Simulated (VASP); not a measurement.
# Ga8As5P3 (P1) in VASP: relaxation of volume and atoms at fixed shape with PBEsol

Aim: the relaxation of volume and atoms at fixed shape of Ga8As5P3 with PBEsol.

All numbers are computed with VASP 6.6.1; they aren't measurements. Logs are shortened: lines on timing, memory, paths and dates and some standing lists are left out, and cuts for length are marked.

### Step 1. The cell of the first run

The typed cell holds 64 atoms: a = 11.152 Å, b = 11.152 Å, c = 11.152 Å, α = 90.00°, β = 90.00°, γ = 90.00°.

### Step 2. Relaxation of volume and atoms at fixed shape, PBEsol

INCAR

```
SYSTEM = Ga8As5P3
PREC = Accurate ; ENCUT = 500
EDIFF = 1E-7 ; ISMEAR = -1
SIGMA = 0.05 ; LREAL = Auto
LASPH = .TRUE. ; NELM = 120
ALGO = Normal ; ISIF = 8
LWAVE = .FALSE. ; LCHARG = .FALSE.
GGA = PS ; IBRION = 2
NSW = 100 ; EDIFFG = -0.03
ISYM = -1 ; GGA_COMPAT = .FALSE.
NELMIN = 4 ; KPAR = 1
```

KPOINTS

```
explicit points
1
Reciprocal
  0.25000000   0.25000000   0.25000000 1
```

POSCAR

```
Ga8As5P3
1.0
   11.1516510000      0.0000000000      0.0000000000
    0.0000000000     11.1516510000      0.0000000000
    0.0000000000      0.0000000000     11.1516510000
Ga As P
32 20 12
Direct
    0.9973000000      0.9998500000      0.9999600000
    0.0034180000      0.0012850000      0.5023390000
    0.9994610000      0.5002530000      0.0030600000
    0.9992880000      0.4983530000      0.5013480000
    0.5007640000      0.0038120000      0.0012810000
    0.4994500000      0.0012490000      0.5004800000
    0.5009220000      0.4993820000      0.9999750000
    0.4980840000      0.5000720000      0.4982910000
    0.2513740000      0.2473210000      0.0008830000
    0.2505780000      0.2479950000      0.4984390000
    0.2503840000      0.7501610000      0.9995080000
    0.2507790000      0.7483470000      0.4994470000
    0.7464730000      0.2493230000      0.9986550000
    0.7477330000      0.2461170000      0.4993310000
    0.7491920000      0.7518120000      0.0020500000
    0.7536570000      0.7499550000      0.4966850000
    0.2518030000      0.0010950000      0.2476870000
    0.2486580000      0.0012440000      0.7531310000
    0.2524000000      0.4987880000      0.2514720000
    0.2497830000      0.5006180000      0.7497640000
    0.7539360000      0.9992570000      0.2492680000
    0.7525600000      0.0000110000      0.7477180000
    0.7512810000      0.4999250000      0.2510420000
    0.7489630000      0.4960110000      0.7504490000
    0.9995350000      0.2501650000      0.2489910000
    0.9982000000      0.2514730000      0.7512390000
    0.0016570000      0.7475620000      0.2515410000
    0.0009130000      0.7502350000      0.7501180000
    0.4982970000      0.2523930000      0.2509480000
    0.5003900000      0.2513460000      0.7459080000
    0.5003710000      0.7515450000      0.2463430000
    0.4994440000      0.7486840000      0.7527020000
    0.1259350000      0.1245970000      0.1254810000
    0.1232480000      0.1265840000      0.6246910000
    0.1287870000      0.6261680000      0.6250580000
    0.6220860000      0.1276990000      0.1251190000
    0.6207080000      0.1247390000      0.6274100000
    0.6244830000      0.6244830000      0.1268590000
    0.3790200000      0.8782390000      0.1253100000
    0.3735090000      0.8742250000      0.6261080000
    0.8759280000      0.3770740000      0.1239530000
    0.8767370000      0.3775630000      0.6295500000
    0.8768180000      0.8753490000      0.6231120000
    0.3752230000      0.1246500000      0.3758160000
    0.3742250000      0.6244210000      0.8744050000
    0.8748410000      0.1300410000      0.3740110000
    0.8778270000      0.1259430000      0.8763050000
    0.8736460000      0.6225010000      0.3755410000
    0.8752180000      0.6224350000      0.8749150000
    0.1284270000      0.8747880000      0.3783370000
    0.1260670000      0.8750310000      0.8768840000
    0.6220840000      0.3781650000      0.3733500000
    0.1279570000      0.6253990000      0.1238490000
    0.6217650000      0.6247500000      0.6268720000
    0.3730110000      0.3745940000      0.1256030000
    0.3742470000      0.3739650000      0.6242390000
    0.8750260000      0.8759180000      0.1265220000
    0.3767790000      0.1247920000      0.8757080000
    0.3745400000      0.6238380000      0.3722190000
    0.1268840000      0.3751600000      0.3745130000
    0.1223010000      0.3741770000      0.8749870000
    0.6230530000      0.3750600000      0.8731740000
    0.6263000000      0.8726360000      0.3757840000
    0.6261130000      0.8777670000      0.8753230000
```

Potentials or basis: VASP PAW PBE potentials, release 64 (Ga_d, As, P).

Launch:

```bash
$ cat potpaw_PBE.64/Ga_d/POTCAR potpaw_PBE.64/As/POTCAR potpaw_PBE.64/P/POTCAR > POTCAR
$ mpirun -np 4 vasp_std > vasp.out
```

OUTCAR:

```text
SYSTEM = Ga8As5P3
   PREC = Accurate
   ENCUT = 500
   EDIFF = 1E-7
   ISMEAR = -1
   LREAL = Auto
   LASPH = .TRUE.
   NELM = 120
   ISIF = 8
   GGA = PS
   IBRION = 2
   NSW = 100
   EDIFFG = -0.03
   ISYM = -1
   NELMIN = 4

 ion  position               nearest neighbor table
   1  0.997  1.000  1.000-  47 2.38  57 2.40  51 2.43  33 2.44
   2  0.003  0.001  0.502-  34 2.37  43 2.40  50 2.42  46 2.48
   3  0.999  0.500  0.003-  41 2.37  53 2.41  49 2.41  61 2.43
   4  0.999  0.498  0.501-  42 2.39  48 2.42  60 2.43  35 2.45
   5  0.501  0.004  0.001-  36 2.38  58 2.39  39 2.39  64 2.43
   6  0.499  0.001  0.500-  37 2.39  44 2.40  40 2.44  63 2.45
[... 56 lines left out ...]
  63  0.626  0.873  0.376-  16 2.39  31 2.42   6 2.45  21 2.45
  64  0.626  0.878  0.875-  15 2.42  22 2.42   5 2.43  32 2.44

IMPORTANT INFORMATION: All symmetrisations will be switched off!
NOSYMM: (Re-)initialisation of all symmetry stuff for point group C_1.

----------------------------------------------------------------------------------------

                                     Primitive cell

  volume of cell :    1386.8117

  direct lattice vectors                    reciprocal lattice vectors
    11.151651000  0.000000000  0.000000000     0.089672821  0.000000000  0.000000000
     0.000000000 11.151651000  0.000000000     0.000000000  0.089672821  0.000000000
     0.000000000  0.000000000 11.151651000     0.000000000  0.000000000  0.089672821

  length of vectors
    11.151651000 11.151651000 11.151651000     0.089672821  0.089672821  0.089672821

  position of ions in fractional coordinates (direct lattice)
     0.997300000  0.999850000  0.999960000
     0.003418000  0.001285000  0.502339000
     0.999461000  0.500253000  0.003060000
     0.999288000  0.498353000  0.501348000
     0.500764000  0.003812000  0.001281000
     0.499450000  0.001249000  0.500480000
[... 56 lines left out ...]
     0.626300000  0.872636000  0.375784000
     0.626113000  0.877767000  0.875323000

  ion indices of the primitive-cell ions
   primitive index   ion index
                 1           1
                 2           2
                 3           3
                 4           4
                 5           5
                 6           6
[... 56 lines left out ...]
                63          63
                64          64

----------------------------------------------------------------------------------------

 KPOINTS: explicit points

Read explicit list of k-points.

 Found      1 k-points:

 Following reciprocal coordinates:
            Coordinates               Weight
  0.250000  0.250000  0.250000      1.000000
   k-points           NKPTS =      1   k-points in BZ     NKDIM =      1   number of bands    NBANDS=    348
   number of dos      NEDOS =    301   number of ions     NIONS =     64
   total plane-waves  NPLWV = 592704
   dimension x,y,z NGX =    84 NGY =   84 NGZ =   84
   dimension x,y,z NGXF=   168 NGYF=  168 NGZF=  168
   ions per type =              32  20  12
   NGX,Y,Z   is equivalent  to a cutoff of  12.52, 12.52, 12.52 a.u.
   NGXF,Y,Z  is equivalent  to a cutoff of  25.05, 25.05, 25.05 a.u.
 SYSTEM =  Ga8As5P3
   PREC   = accura    normal or accurate (medium, high low for compatibility)
   ISTART =      0    job   : 0-new  1-cont  2-samecut
   ICHARG =      2    charge: 1-file 2-atom 10-const
   ISPIN  =      1    spin polarized calculation?
   LNONCOLLINEAR =      F non collinear calculations
   LSORBIT =      F    spin-orbit coupling
   LASPH  =      T    aspherical Exc in radial PAW
   ENCUT  =  500.0 eV  36.75 Ry    6.06 a.u.  20.33 20.33 20.33*2*pi/ulx,y,z
   NELM   =    120;   NELMIN=  4; NELMDL= -5     # of ELM steps
   EDIFF  = 0.1E-06   stopping-criterion for ELM
   LREAL  =      T    real-space projection
   EDIFFG = -.3E-01   stopping-criterion for IOM
   NSW    =    100    number of steps for IOM
   IBRION =      2    ionic relax: 0-MD 1-quasi-New 2-CG
   NFREE  =      1    steps in history (QN), initial steepest desc. (CG)
   ISIF   =      8    stress and relaxation
   ISYM   =     -1    0-nonsym 1-usesym 2-fastsym
   POTIM  = 0.5000    time-step for ionic-motion
   TEBEG  =    0.0;   TEEND  =   0.0 temperature during run
   PSTRESS=    0.0 pullay stress
   NELECT =     576.0000    total number of electrons
   NUPDOWN=      -1.0000    fix difference up-down
   EMIN   =  10.00;   EMAX   =-10.00  energy-range for DOS
   EFERMI =   0.00;   METHOD = LEGACY
   ISMEAR =    -1;   SIGMA  =   0.05  broadening in eV -4-tet -1-fermi 0-gaus
   EFERMI_NEDOS =   21; number of points for ismear=-14 and -15
   IALGO  =     38    algorithm
   IMIX   =      4    mixing-type and parameters
     AMIX     =   0.40;   BMIX     =  1.00
     AMIX_MAG =   1.60;   BMIX_MAG =  1.00
  volume/ion in A,a.u.               =      21.67       146.23
  Fermi-wavevector in a.u.,A,eV,Ry     =   1.221452  2.308210 20.299152  1.491946
  Thomas-Fermi vector in A             =   2.356634
   LORBIT       =      0    0 simple, 1 ext, 2 COOP (PROOUT), +10 PAW based schemes
   GGA     = PS    functional components
   LHFCALC =     F    Hartree Fock is set to
   AEXX    =    0.0000 exact exchange contribution
   IVDW    =     0    specifies the selected vdW correction
   LEPSILON=     F    determine dielectric tensor
   LRPA    =     F    only Hartree local field effects (RPA)
 conjugate gradient relaxation of ions
 non-spin polarized calculation
  energy-cutoff  :      500.00
  volume of cell :     1386.81
 maximum number of plane-waves:     35255
 NGX is ok and might be reduce to    84
   NGX = 41   NGY = 41   NGZ = 41

--------------------------------------- Ionic step        1  -------------------------------------------

 number of electron     575.9999976 magnetization

 Free energy of the ion-electron system (eV)
  ---------------------------------------------------
  ext. energy  EPLUGINS =         0.00000000
  ---------------------------------------------------
  free energy    TOTEN  =      -299.33635503 eV

  energy without entropy =     -299.33635369  energy(sigma->0) =     -299.33635436

------------------------ aborting loop because EDIFF is reached ----------------------------------------

  FORCE on cell =-STRESS in cart. coord.  units (eV):
  Direction    XX          YY          ZZ          XY          YZ          ZX
  --------------------------------------------------------------------------------------
  -------------------------------------------------------------------------------------
  Total        2.5575037      2.7288511      2.4980256     -7.7971622     -6.7902833     -8.5741889
  in kB        2.9546725      3.1526293      2.8859577     -9.0080262     -7.8447837     -9.9057217
  external PRESSURE =       2.9977532 kB  Pullay stress =       0.0000000 kB
[... 275 lines left out ...]
  FREE ENERGIE OF THE ION-ELECTRON SYSTEM (eV)
  ---------------------------------------------------
  free  energy   TOTEN  =      -300.2726432311 eV

  energy  without entropy=     -300.2726413320  energy(sigma->0) =     -300.27264228

[... ionic steps 4 to 9 ...]

--------------------------------------- Ionic step       10  -------------------------------------------

 number of electron     575.9999978 magnetization

------------------------ aborting loop because EDIFF is reached ----------------------------------------

  FORCE on cell =-STRESS in cart. coord.  units (eV):
  Direction    XX          YY          ZZ          XY          YZ          ZX
  --------------------------------------------------------------------------------------
  -------------------------------------------------------------------------------------
  Total        0.1633118      0.1787525      0.0527813     -6.6677668     -6.6213524     -6.6304660
  in kB        0.1886750      0.2065137      0.0609785     -7.7033074     -7.6496846     -7.6602136
  external PRESSURE =       0.1520557 kB  Pullay stress =       0.0000000 kB
[... 181 lines left out ...]
  energy  without entropy=     -300.4632202065  energy(sigma->0) =     -300.46322109

--------------------------------------- Ionic step       12  -------------------------------------------

 number of electron     575.9999979 magnetization

 Free energy of the ion-electron system (eV)
  ---------------------------------------------------
  ext. energy  EPLUGINS =         0.00000000
  ---------------------------------------------------
  free energy    TOTEN  =      -300.46496134 eV

  energy without entropy =     -300.46495951  energy(sigma->0) =     -300.46496042

 E-fermi :   4.6292     XC(G=0):  -9.8669

 val. band max:        3.8830419027   @ k =   0.2500   0.2500   0.2500
 cond. band min:       5.3472681660   @ k =   0.2500   0.2500   0.2500
 fundamental gap:      1.4642262633
 Fermi energy:         4.6292002775

 k-point     1 :       0.2500    0.2500    0.2500
  band No.  band energies     occupation
      1     -10.7620      2.00000
      2     -10.7580      2.00000
      3     -10.7555      2.00000
      4     -10.7411      2.00000
      5     -10.7401      2.00000
      6     -10.7380      2.00000
[... 292 lines left out ...]
    299       6.3160      0.00000
    300       6.4522      0.00000
 [bands above 300 left out]

------------------------ aborting loop because EDIFF is reached ----------------------------------------

  FORCE on cell =-STRESS in cart. coord.  units (eV):
  Direction    XX          YY          ZZ          XY          YZ          ZX
  --------------------------------------------------------------------------------------
  -------------------------------------------------------------------------------------
  Total       -0.2788838     -0.2645069     -0.3712583     -6.6635756     -6.6250814     -6.6894881
  in kB       -0.3219709     -0.3053729     -0.4286172     -7.6930891     -7.6486477     -7.7230052
  external PRESSURE =      -0.3519870 kB  Pullay stress =       0.0000000 kB
[... 79 lines left out ...]
  FREE ENERGIE OF THE ION-ELECTRON SYSTEM (eV)
  ---------------------------------------------------
  free  energy   TOTEN  =      -300.4649613360 eV

  energy  without entropy=     -300.4649595118  energy(sigma->0) =     -300.46496042

 reached required accuracy - stopping structural energy minimisation
```

It took 83 min on 4 MPI ranks of Intel Xeon Platinum 8488C (Sapphire Rapids), shared host; peak memory 0.55 GiB.

What came out:

```
Free energy                           : -300.4650 eV
Relaxed volume                        : 21.68 Å³/atom
Relaxed cell                          : a = 11.154 Å, b = 11.154 Å, c = 11.154 Å, α = 90.00°, β = 90.00°, γ = 90.00°
Space group after relaxing (to 0.1 Å) : P1 (No. 1)
Energy gained by relaxing             : 17.6 meV/atom
Ionic steps                           : 12
Pressure after relaxing               : 0.0 GPa
Largest force after relaxing          : 0.024 eV/Å
Band gap on the k mesh                : 1.46 eV
```

Forces on the atoms (eV/Å):
```
Ga   0.005 -0.001 -0.008
Ga  -0.004  0.003  0.004
Ga  -0.001 -0.001 -0.001
Ga  -0.003  0.006  0.002
Ga  -0.017 -0.008  0.002
Ga  -0.011  0.012 -0.005
Ga   0.005  0.002  0.005
Ga   0.014 -0.003 -0.002
Ga   0.014  0.005  0.003
Ga   0.003 -0.003  0.003
Ga  -0.016  0.001  0.000
Ga  -0.012  0.006  0.007
Ga   0.010  0.002  0.007
Ga   0.015  0.004 -0.005
Ga  -0.005 -0.004 -0.002
Ga  -0.009  0.007  0.007
Ga   0.000  0.002  0.010
Ga   0.006  0.000 -0.001
Ga   0.004  0.007 -0.002
Ga  -0.006  0.017 -0.005
Ga   0.002  0.003  0.000
Ga  -0.005  0.006  0.010
Ga  -0.006 -0.009 -0.006
Ga   0.009 -0.004 -0.004
Ga  -0.005 -0.006  0.012
Ga   0.005 -0.009 -0.013
Ga  -0.001  0.005 -0.016
Ga   0.010  0.002 -0.001
Ga   0.005 -0.007 -0.001
Ga   0.008 -0.001  0.016
Ga  -0.011 -0.010  0.003
Ga  -0.005  0.001 -0.015
As  -0.001  0.006  0.004
As   0.003 -0.011 -0.008
As  -0.007  0.010 -0.008
As   0.004 -0.006 -0.011
As   0.012  0.005 -0.007
As  -0.007  0.007 -0.001
As  -0.006 -0.007  0.014
As  -0.003  0.011 -0.002
As   0.013 -0.010  0.002
As   0.006 -0.001  0.002
As  -0.001  0.008  0.001
As  -0.002  0.008 -0.004
As   0.003  0.002  0.004
As   0.001 -0.011  0.000
As  -0.003  0.009 -0.004
As  -0.002  0.009 -0.002
As   0.005 -0.001  0.002
As  -0.020  0.000 -0.002
As   0.003  0.011 -0.013
As   0.005 -0.014  0.007
P   -0.015 -0.002  0.003
P    0.001 -0.011  0.004
P   -0.003 -0.002  0.005
P    0.010 -0.006  0.000
P   -0.005  0.009 -0.003
P   -0.013 -0.014  0.003
P   -0.004 -0.005  0.010
P    0.002 -0.004  0.000
P    0.002 -0.005  0.001
P    0.023 -0.003  0.005
P    0.000 -0.002 -0.004
P   -0.004 -0.004  0.000
```

Step by step:
| step | energy change (eV) | largest force (eV/Å) | pressure (GPa) | volume (Å³) |
| --- | --- | --- | --- | --- |
| 1 | 0.0000 | 1.2567 | 0.30 | 1386.81 |
| 2 | -0.8638 | 0.4789 | -0.35 | 1394.97 |
| 3 | -0.9363 | 0.3797 | -0.54 | 1398.15 |
| 4 | -1.0597 | 0.2082 | 0.22 | 1383.45 |
| 5 | -1.0663 | 0.1896 | 0.46 | 1379.02 |
| 6 | -1.1104 | 0.1067 | -0.03 | 1387.61 |
| 7 | -1.1111 | 0.1104 | -0.09 | 1388.80 |
| 8 | -1.1218 | 0.0484 | -0.03 | 1387.64 |
| 9 | -1.1230 | 0.0564 | 0.00 | 1387.09 |
| 10 | -1.1257 | 0.0336 | 0.02 | 1386.80 |
| 11 | -1.1269 | 0.0355 | 0.03 | 1386.47 |
| 12 | -1.1286 | 0.0242 | -0.04 | 1387.77 |

Final structure:
```
Ga As P
1.0
    11.15422    0.00000    0.00000
     0.00000   11.15422    0.00000
     0.00000    0.00000   11.15422
Ga As P
32 20 12
Direct
  0.99557 0.99777 0.00521
  0.00112 0.00020 0.50089
  0.00764 0.50085 0.99998
  0.00334 0.49711 0.49652
  0.50029 0.00126 0.99271
  0.50378 0.99710 0.49648
  0.49932 0.49414 0.00097
  0.49537 0.50421 0.50463
  0.25348 0.25297 0.99725
  0.25157 0.25745 0.50021
  0.24884 0.74520 0.00396
  0.25433 0.74558 0.49716
  0.74615 0.25387 0.99626
  0.74838 0.24952 0.50115
  0.74960 0.75636 0.00074
  0.74404 0.74796 0.50011
  0.25117 0.00088 0.24886
  0.25451 0.00409 0.75422
  0.25125 0.50068 0.24971
  0.25090 0.49346 0.75041
  0.75000 0.99326 0.25009
  0.74704 0.99745 0.75301
  0.75031 0.50083 0.24963
  0.74225 0.50096 0.75021
  0.00455 0.25404 0.25251
  0.00294 0.25427 0.75578
  0.00011 0.74852 0.24371
  0.00055 0.74891 0.74892
  0.49568 0.25385 0.24644
  0.49556 0.25387 0.75120
  0.50021 0.74930 0.25589
  0.50662 0.74954 0.75217
  0.12618 0.12689 0.12350
  0.12707 0.12865 0.62669
  0.12742 0.62168 0.62441
  0.62413 0.12458 0.12418
  0.62217 0.12477 0.62733
  0.62390 0.62572 0.12449
  0.37735 0.87459 0.12395
  0.37776 0.87388 0.62572
  0.87674 0.37613 0.12334
  0.87448 0.37630 0.62643
  0.87250 0.87368 0.62450
  0.37528 0.12662 0.37540
  0.37601 0.62220 0.87504
  0.87503 0.12495 0.37394
  0.87391 0.12497 0.87620
  0.87550 0.62546 0.37457
  0.87394 0.62480 0.87600
  0.12599 0.87283 0.37325
  0.12516 0.87479 0.87774
  0.62166 0.37752 0.37627
  0.12654 0.62322 0.12625
  0.62267 0.62530 0.62528
  0.37280 0.37597 0.12406
  0.37471 0.37648 0.62566
  0.87409 0.87319 0.12596
  0.37642 0.12870 0.87497
  0.37556 0.62321 0.37443
  0.12839 0.37723 0.37392
  0.12829 0.37552 0.87651
  0.62105 0.37521 0.87361
  0.62541 0.87251 0.37502
  0.62523 0.87540 0.87543
```

Caveat: the PAW data sets were made with another functional, which shifts forces and pressure a little; a shifted mesh leaves out Γ, where band edges can lie. A k mesh can miss the band edges.
